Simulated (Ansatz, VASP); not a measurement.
# AlBiO4 in VASP and in Ansatz

Contents of INCAR:

```
SYSTEM = AlBiO4
  PREC = Accurate
  ENCUT = 600
  EDIFF = 1E-6
  ISMEAR = 0
  SIGMA = 0.1
  LREAL = .FALSE.
  LASPH = .TRUE.
  NELM = 80
  ALGO = Normal
  ISIF = 3
  LWAVE = .FALSE.
  LCHARG = .FALSE.
  GGA = PE
  IBRION = 2
  NSW = 100
  EDIFFG = -0.01
```

KPOINTS

```
regular mesh
0
G
  10 10 10
  0 0 0
```

Contents of POSCAR:

```
AlBiO4
1.0
    0.0000000000      3.3048670200      3.3048670200
    3.3048670200      0.0000000000      3.3048670200
    3.3048670200      3.3048670200      0.0000000000
Al Bi O
1 1 4
Direct
    0.0000000000      0.0000000000      0.0000000000
    0.2500000000      0.2500000000      0.2500000000
    0.6293218607      0.6293218607      0.1120344178
    0.6293218607      0.1120344178      0.6293218607
    0.1120344178      0.6293218607      0.6293218607
    0.6293218607      0.6293218607      0.6293218607
```

Input for Ansatz:

```yaml
crystal:
  lattice:
    - [0.0, 3.30486702, 3.30486702]
    - [3.30486702, 0.0, 3.30486702]
    - [3.30486702, 3.30486702, 0.0]
  atoms:
    - { symbol: Al, position: [0.0, 0.0, 0.0] }
    - { symbol: Bi, position: [0.25, 0.25, 0.25] }
    - { symbol: O, position: [0.6293218607, 0.6293218607, 0.1120344178] }
    - { symbol: O, position: [0.6293218607, 0.1120344178, 0.6293218607] }
    - { symbol: O, position: [0.1120344178, 0.6293218607, 0.6293218607] }
    - { symbol: O, position: [0.6293218607, 0.6293218607, 0.6293218607] }
basis:
  ecutwfc: 420
kpoints:
  mp_grid: { grid: [10, 10, 10] }
hamiltonian:
  xc: pbe
scf:
  occupations: { method: gaussian, width: 0.1 }
output:
  forces: true
  stress: true
  eigenvalues: true
  write_density: true
  write_potential: true
  elf: true
  volumetric_format: npy
relax:
  adjacent_minimum: "off"
  f_tol: 0.01
  max_steps: 80
  cell: { stress_tol: 0.05 }
```

Change from the starting cell: species swapped into the YbCu4Ni type (F-43m, No. 216).

Alike in both runs: task relaxation of cell and atoms; functional PBE; k mesh 10 × 10 × 10; occupations gaussian, width 0.1 eV; no spin polarisation.

|  | VASP | Ansatz |
| --- | --- | --- |
| version | VASP 6.6.1 | Ansatz 0.2.0 |
| potentials or method | VASP PAW PBE potentials, release 64 (Al, Bi_d, O), cutoff 600 eV | scalar-relativistic, plane waves, PAW |
| valence electrons in the cell | 42 | 42 |

```csv
,VASP,Ansatz,Ansatz less VASP
"gap on the k mesh at the Fermi level, each at its own relaxed structure (eV)",none,none,-
relaxed volume (Å³/atom),11.98,12.01,+0.027
relaxed cell length with the largest relative difference (Å),4.668,4.671,+0.0035
```

A gap of «none» marks a metal or a gap that the smearing closes.

Spin-orbit coupling is off throughout.
